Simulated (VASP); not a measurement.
# Ge (P6_3mc) in VASP: notebook, part 2 of 3

VASP 6.6.1. The steps go on from the part before.

### Step 3. Single point, PBEsol+D4

INCAR reads:

```
PREC     = Accurate       # precision mode
ENCUT    = 520            # plane-wave cutoff, eV
EDIFF    = 1E-6           # SCF threshold, eV
ISMEAR   = 1              # smearing method
SIGMA    = 0.3            # smearing width, eV
LREAL    = False          # projectors in reciprocal space
LASPH    = True           # aspherical terms in the spheres
NELM     = 60             # most SCF steps
ALGO     = Normal         # electronic algorithm
ISIF     = 2              # what is computed and relaxed
LWAVE    = False          # write WAVECAR
LCHARG   = False          # write CHGCAR
GGA      = PS             # functional
IVDW     = 13             # dispersion correction
NBANDS   = 36             # bands
```

KPOINTS reads:

```
regular mesh
0
Gamma
  6 6 2
```

POSCAR reads:

```
Ge
1.0
    4.0504050000      0.0000000000      0.0000000000
   -2.0252020000      3.5077530000      0.0000000000
    0.0000000000      0.0000000000     10.9933590000
Ge
4
Direct
    0.0000000000      0.0000000000      0.9774520000
    0.0000000000      0.0000000000      0.4774520000
    0.3333333333      0.6666666667      0.9148480000
    0.6666666667      0.3333333333      0.4148480000
```

Potentials or basis: VASP PAW PBE potentials, release 64 (Ge_d).

On the command line:

```
> cat potpaw_PBE.64/Ge_d/POTCAR > POTCAR
> mpirun -np 1 vasp_std > vasp.out
```

OUTCAR:

```text
PREC = Accurate
   ENCUT = 520
   EDIFF = 1E-6
   ISMEAR = 1
   LREAL = False
   LASPH = True
   NELM = 60
   ISIF = 2
   GGA = PS
   IVDW = 13

 ion  position               nearest neighbor table
   1  0.000  0.000  0.977-   3 2.44   3 2.44   3 2.44
   2  0.000  0.000  0.477-   4 2.44   4 2.44   4 2.44
   3  0.333  0.667  0.915-   1 2.44   1 2.44   1 2.44
   4  0.667  0.333  0.415-   2 2.44   2 2.44   2 2.44

  LATTYP: Found a hexagonal cell.
 ALAT       =     4.0504050000
 C/A-ratio  =     2.7141382158

  Lattice vectors:

 A1 = (   4.0504050000,   0.0000000000,   0.0000000000)
 A2 = (  -2.0252020000,   3.5077530000,   0.0000000000)
 A3 = (   0.0000000000,   0.0000000000,  10.9933590000)

Analysis of symmetry for initial positions (statically):
=====================================================================
 Subroutine PRICEL returns:
 Original cell was already a primitive cell.

 Routine SETGRP: Setting up the symmetry group for a
 hexagonal supercell.

 Subroutine GETGRP returns: Found 12 space group operations
 (whereof  6 operations were pure point group operations)
 out of a pool of 24 trial point group operations.

The static configuration has the point symmetry C_3v.
 The point group associated with its full space group is C_6v.

Analysis of symmetry for dynamics (positions and initial velocities):
=====================================================================
 Subroutine PRICEL returns:
 Original cell was already a primitive cell.

 Routine SETGRP: Setting up the symmetry group for a
 hexagonal supercell.

 Subroutine GETGRP returns: Found 12 space group operations
 (whereof  6 operations were pure point group operations)
 out of a pool of 24 trial point group operations.
[... 108 lines left out ...]
   EMIN   =  10.00;   EMAX   =-10.00  energy-range for DOS
   EFERMI =   0.00;   METHOD = LEGACY
   ISMEAR =     1;   SIGMA  =   0.30  broadening in eV -4-tet -1-fermi 0-gaus
   EFERMI_NEDOS =   21; number of points for ismear=-14 and -15
   IALGO  =     38    algorithm
   IMIX   =      4    mixing-type and parameters
     AMIX     =   0.40;   BMIX     =  1.00
     AMIX_MAG =   1.60;   BMIX_MAG =  1.00
  volume/ion in A,a.u.               =      39.05       263.51
  Fermi-wavevector in a.u.,A,eV,Ry     =   1.163014  2.197777 18.403257  1.352601
  Thomas-Fermi vector in A             =   2.299568
   LORBIT       =      0    0 simple, 1 ext, 2 COOP (PROOUT), +10 PAW based schemes
   GGA     = PS    functional components
   LHFCALC =     F    Hartree Fock is set to
   AEXX    =    0.0000 exact exchange contribution
   IVDW    =    13    specifies the selected vdW correction
   LEPSILON=     F    determine dielectric tensor
   LRPA    =     F    only Hartree local field effects (RPA)
 non-spin polarized calculation
 Methfessel and Paxton  Order N= 1 SIGMA  =   0.30
  energy-cutoff  :      520.00
  volume of cell :      156.19
 maximum number of plane-waves:      4241
   NGX = 15   NGY = 15   NGZ = 41

 number of electron      55.9999985 magnetization

 Free energy of the ion-electron system (eV)
  ---------------------------------------------------
  ext. energy  EPLUGINS =         0.00000000
  ---------------------------------------------------
  free energy    TOTEN  =       -17.41423220 eV

  energy without entropy =      -17.40681437  energy(sigma->0) =      -17.41175959

 E-fermi :   0.7195     XC(G=0):  -7.3156

 val. band max:        0.7172872724   @ k =   0.3333   0.3333   0.0000
 cond. band min:       0.7258127001   @ k =   0.3333   0.3333   0.5000
 fundamental gap:      0.0085254278
 Fermi energy:         0.7194881552

 k-point     1 :       0.0000    0.0000    0.0000
  band No.  band energies     occupation
      1     -23.7176      2.00000
      2     -23.7176      2.00000
      3     -23.7176      2.00000
      4     -23.7176      2.00000
      5     -23.6730      2.00000
      6     -23.6729      2.00000
[... 535 lines left out ...]
     35       6.9300      0.00000
     36       6.9300      0.00000

------------------------ aborting loop because EDIFF is reached ----------------------------------------

  DFT-D4 for vdW energy calculation

  Edisp (eV):   -0.52320

  FORCE on cell =-STRESS in cart. coord.  units (eV):
  Direction    XX          YY          ZZ          XY          YZ          ZX
  --------------------------------------------------------------------------------------
  -------------------------------------------------------------------------------------
  Total      -2.53486    -2.53486    -1.28968    -0.00000     0.00000    -0.00000
  in kB     -26.00196   -26.00196   -13.22928    -0.00000     0.00000    -0.00000
  external pressure =      -21.74 kB  Pullay stress =        0.00 kB

 VOLUME and BASIS-vectors are now :
 -----------------------------------------------------------------------------
  energy-cutoff  :      520.00
  volume of cell :      156.19
      direct lattice vectors                 reciprocal lattice vectors
     4.050405000  0.000000000  0.000000000     0.246888891  0.142541358  0.000000000
    -2.025202000  3.507753000  0.000000000     0.000000000  0.285082787  0.000000000
     0.000000000  0.000000000 10.993359000     0.000000000  0.000000000  0.090964008

 POSITION                                       TOTAL-FORCE (eV/Angst)
 -----------------------------------------------------------------------------------
      0.00000      0.00000     10.74548        -0.000000     -0.000000     -0.161433
      0.00000      0.00000      5.24880         0.000000      0.000000     -0.161433
      0.00000      2.33850     10.05725         0.000000      0.000000      0.161433
      2.02520      1.16925      4.56057        -0.000000      0.000000      0.161433
 -----------------------------------------------------------------------------------
    total drift:                               -0.000000     -0.000000      0.001492

  FREE ENERGIE OF THE ION-ELECTRON SYSTEM (eV)
  ---------------------------------------------------
  free  energy   TOTEN  =       -17.9374335755 eV

  energy  without entropy=      -17.9300157409  energy(sigma->0) =      -17.93496096
```

OSZICAR:

```text
N       E                     dE             d eps       ncg     rms          rms(c)
DAV:   1     0.504404188906E+03    0.50440E+03   -0.28569E+04  1160   0.352E+03
DAV:   2     0.703697207295E+02   -0.43403E+03   -0.42496E+03  1008   0.792E+02
DAV:   3    -0.126995744004E+02   -0.83069E+02   -0.81955E+02  1124   0.205E+02
DAV:   4    -0.176417940066E+02   -0.49422E+01   -0.49262E+01  1188   0.574E+01
DAV:   5    -0.177858466159E+02   -0.14405E+00   -0.14398E+00  1140   0.109E+01    0.413E+00
DAV:   6    -0.175311720853E+02    0.25467E+00   -0.17143E-01  1132   0.438E+00    0.236E+00
DAV:   7    -0.174007164318E+02    0.13046E+00   -0.33901E-01  1188   0.423E+00    0.248E-01
DAV:   8    -0.174118402202E+02   -0.11124E-01   -0.70685E-02  1100   0.308E+00    0.173E-01
DAV:   9    -0.174134064980E+02   -0.15663E-02   -0.26711E-03  1332   0.405E-01    0.872E-02
DAV:  10    -0.174140450312E+02   -0.63853E-03   -0.62330E-04  1240   0.140E-01    0.251E-02
DAV:  11    -0.174141975226E+02   -0.15249E-03   -0.14756E-04  1104   0.712E-02    0.904E-03
DAV:  12    -0.174142295688E+02   -0.32046E-04   -0.57593E-05  1072   0.108E-01    0.485E-03
DAV:  13    -0.174142316319E+02   -0.20631E-05   -0.44471E-06   980   0.811E-02    0.193E-03
DAV:  14    -0.174142322027E+02   -0.57079E-06   -0.15779E-06   740   0.112E-02
   1 F= -.17937434E+02 E0= -.17934961E+02  d E =-.741783E-02
```

stdout:

```text
POSCAR found type information on POSCAR Ge
 POSCAR found :  1 types and       4 ions
 scaLAPACK will be used
 -----------------------------------------------------------------------------
|                                                                             |
|                                                                             |
|     You enforced a specific xc type in the INCAR file but a different       |
|     I HOPE YOU KNOW WHAT YOU ARE DOING!                                     |
|                                                                             |
 -----------------------------------------------------------------------------

 LDA part: xc-table for (Slater+PW92), standard interpolation
 POSCAR, INCAR and KPOINTS ok, starting setup
 FFT: planning ... GRIDC
 FFT: planning ... GRID_SOFT
 FFT: planning ... GRID
 WAVECAR not read
 entering main loop
```

It took 92 s on 1 thread of Intel Xeon 6975P-C, shared host; peak memory 0.28 GiB.

What came out:

- Free energy: -17.9374 eV
- Pressure: -2.2 GPa
- Largest force: 0.161 eV/Å
- Band gap on the k mesh: zero (filled and empty bands touch)
- Dispersion energy per atom: -0.131 eV

Forces in eV/Å, atoms in the order of the input:
```
Ge   0.000  0.000 -0.161
Ge   0.000  0.000 -0.161
Ge   0.000  0.000  0.161
Ge   0.000  0.000  0.161
```

Stress tensor (GPa, compression positive):
```
-2.60  0.00  0.00
 0.00 -2.60  0.00
 0.00  0.00 -1.32
```

Caveat: the PAW data sets were made with another functional, which shifts forces and pressure a little; pairwise dispersion overbinds metals, which lowers pressure and volume.

### Step 4. Single point, PBEsol+D4

INCAR reads:

```
ALGO     = Normal         # electronic algorithm
EDIFF    = 1E-6           # SCF threshold, eV
ENCUT    = 520            # plane-wave cutoff, eV
GGA      = PS             # functional
ISIF     = 2              # what is computed and relaxed
ISMEAR   = 1              # smearing method
IVDW     = 13             # dispersion correction
LASPH    = T              # aspherical terms in the spheres
LCHARG   = F              # write CHGCAR
LREAL    = F              # projectors in reciprocal space
LWAVE    = F              # write WAVECAR
NBANDS   = 36             # bands
NELM     = 100            # most SCF steps
PREC     = Accurate       # precision mode
SIGMA    = 0.2            # smearing width, eV
```

KPOINTS reads:

```
k-points
0
Gamma
  6 6 2
```

POSCAR is that of step 3.

Potentials or basis: VASP PAW PBE potentials, release 64 (Ge_d).

On the command line:

```
> cat potpaw_PBE.64/Ge_d/POTCAR > POTCAR
> mpirun -np 1 vasp_std > vasp.out
```

OUTCAR:

```text
EDIFF = 1E-6
   ENCUT = 520
   GGA = PS
   ISIF = 2
   ISMEAR = 1
   IVDW = 13
   LASPH = T
   LREAL = F
   NELM = 100
   PREC = Accurate

 ion  position               nearest neighbor table
   1  0.000  0.000  0.977-   3 2.44   3 2.44   3 2.44
   2  0.000  0.000  0.477-   4 2.44   4 2.44   4 2.44
   3  0.333  0.667  0.915-   1 2.44   1 2.44   1 2.44
   4  0.667  0.333  0.415-   2 2.44   2 2.44   2 2.44

  LATTYP: Found a hexagonal cell.
 ALAT       =     4.0504050000
 C/A-ratio  =     2.7141382158

  Lattice vectors:

 A1 = (   4.0504050000,   0.0000000000,   0.0000000000)
 A2 = (  -2.0252020000,   3.5077530000,   0.0000000000)
 A3 = (   0.0000000000,   0.0000000000,  10.9933590000)

Analysis of symmetry for initial positions (statically):
=====================================================================
 Subroutine PRICEL returns:
 Original cell was already a primitive cell.

 Routine SETGRP: Setting up the symmetry group for a
 hexagonal supercell.

 Subroutine GETGRP returns: Found 12 space group operations
 (whereof  6 operations were pure point group operations)
 out of a pool of 24 trial point group operations.

The static configuration has the point symmetry C_3v.
 The point group associated with its full space group is C_6v.

Analysis of symmetry for dynamics (positions and initial velocities):
=====================================================================
 Subroutine PRICEL returns:
 Original cell was already a primitive cell.

 Routine SETGRP: Setting up the symmetry group for a
 hexagonal supercell.

 Subroutine GETGRP returns: Found 12 space group operations
 (whereof  6 operations were pure point group operations)
 out of a pool of 24 trial point group operations.

The dynamic configuration has the point symmetry C_3v.
[... 108 lines left out ...]
   ISMEAR =     1;   SIGMA  =   0.20  broadening in eV -4-tet -1-fermi 0-gaus
   EFERMI_NEDOS =   21; number of points for ismear=-14 and -15
   IALGO  =     38    algorithm
   IMIX   =      4    mixing-type and parameters
     AMIX     =   0.40;   BMIX     =  1.00
     AMIX_MAG =   1.60;   BMIX_MAG =  1.00
  volume/ion in A,a.u.               =      39.05       263.51
  Fermi-wavevector in a.u.,A,eV,Ry     =   1.163014  2.197777 18.403257  1.352601
  Thomas-Fermi vector in A             =   2.299568
   LORBIT       =      0    0 simple, 1 ext, 2 COOP (PROOUT), +10 PAW based schemes
   GGA     = PS    functional components
   LHFCALC =     F    Hartree Fock is set to
   AEXX    =    0.0000 exact exchange contribution
   IVDW    =    13    specifies the selected vdW correction
   LEPSILON=     F    determine dielectric tensor
   LRPA    =     F    only Hartree local field effects (RPA)
 non-spin polarized calculation
 Methfessel and Paxton  Order N= 1 SIGMA  =   0.20
  energy-cutoff  :      520.00
  volume of cell :      156.19
 maximum number of plane-waves:      4241
   NGX = 15   NGY = 15   NGZ = 41

 number of electron      55.9999985 magnetization

 Free energy of the ion-electron system (eV)
  ---------------------------------------------------
  ext. energy  EPLUGINS =         0.00000000
  ---------------------------------------------------
  free energy    TOTEN  =       -17.41111857 eV

  energy without entropy =      -17.40378350  energy(sigma->0) =      -17.40867355

 E-fermi :   0.7194     XC(G=0):  -7.3164

 val. band max:        0.7163967756   @ k =   0.3333   0.3333   0.0000
 cond. band min:       0.7249145915   @ k =   0.3333   0.3333   0.5000
 fundamental gap:      0.0085178159
 Fermi energy:         0.7194277767

 k-point     1 :       0.0000    0.0000    0.0000
  band No.  band energies     occupation
      1     -23.7199      2.00000
      2     -23.7199      2.00000
      3     -23.7198      2.00000
      4     -23.7198      2.00000
      5     -23.6747      2.00000
      6     -23.6747      2.00000
[... 535 lines left out ...]
     35       6.9281      0.00000
     36       6.9281      0.00000

------------------------ aborting loop because EDIFF is reached ----------------------------------------

  DFT-D4 for vdW energy calculation

  Edisp (eV):   -0.52320

  FORCE on cell =-STRESS in cart. coord.  units (eV):
  Direction    XX          YY          ZZ          XY          YZ          ZX
  --------------------------------------------------------------------------------------
  -------------------------------------------------------------------------------------
  Total      -2.53215    -2.53215    -1.30098    -0.00000     0.00000    -0.00000
  in kB     -25.97423   -25.97422   -13.34517    -0.00000     0.00000    -0.00000
  external pressure =      -21.76 kB  Pullay stress =        0.00 kB

 VOLUME and BASIS-vectors are now :
 -----------------------------------------------------------------------------
  energy-cutoff  :      520.00
  volume of cell :      156.19
      direct lattice vectors                 reciprocal lattice vectors
     4.050405000  0.000000000  0.000000000     0.246888891  0.142541358  0.000000000
    -2.025202000  3.507753000  0.000000000     0.000000000  0.285082787  0.000000000
     0.000000000  0.000000000 10.993359000     0.000000000  0.000000000  0.090964008

 POSITION                                       TOTAL-FORCE (eV/Angst)
 -----------------------------------------------------------------------------------
      0.00000      0.00000     10.74548        -0.000000      0.000000     -0.155829
      0.00000      0.00000      5.24880         0.000000     -0.000000     -0.155829
      0.00000      2.33850     10.05725         0.000000     -0.000000      0.155829
      2.02520      1.16925      4.56057        -0.000000      0.000000      0.155829
 -----------------------------------------------------------------------------------
    total drift:                               -0.000000     -0.000000      0.001233

  FREE ENERGIE OF THE ION-ELECTRON SYSTEM (eV)
  ---------------------------------------------------
  free  energy   TOTEN  =       -17.9343199439 eV

  energy  without entropy=      -17.9269848752  energy(sigma->0) =      -17.93187492
```

Wall time 87 s (1 thread of Intel Xeon 6975P-C, shared host); peak memory 0.28 GiB.

What came out:

| Quantity | Value |
| --- | --- |
| Free energy | -17.9343 eV |
| Pressure | -2.2 GPa |
| Largest force | 0.156 eV/Å |
| Band gap on the k mesh | zero (filled and empty bands touch) |
| Dispersion energy per atom | -0.131 eV |

Forces on the atoms (eV/Å):
```
Ge   0.000  0.000 -0.156
Ge   0.000  0.000 -0.156
Ge   0.000  0.000  0.156
Ge   0.000  0.000  0.156
```

Stress tensor (GPa, compression positive):
```
-2.60  0.00  0.00
 0.00 -2.60  0.00
 0.00  0.00 -1.33
```

Caveat: the PAW data sets were made with another functional, which shifts forces and pressure a little; pairwise dispersion overbinds metals, which lowers pressure and volume.

[end of part 2 of 3]
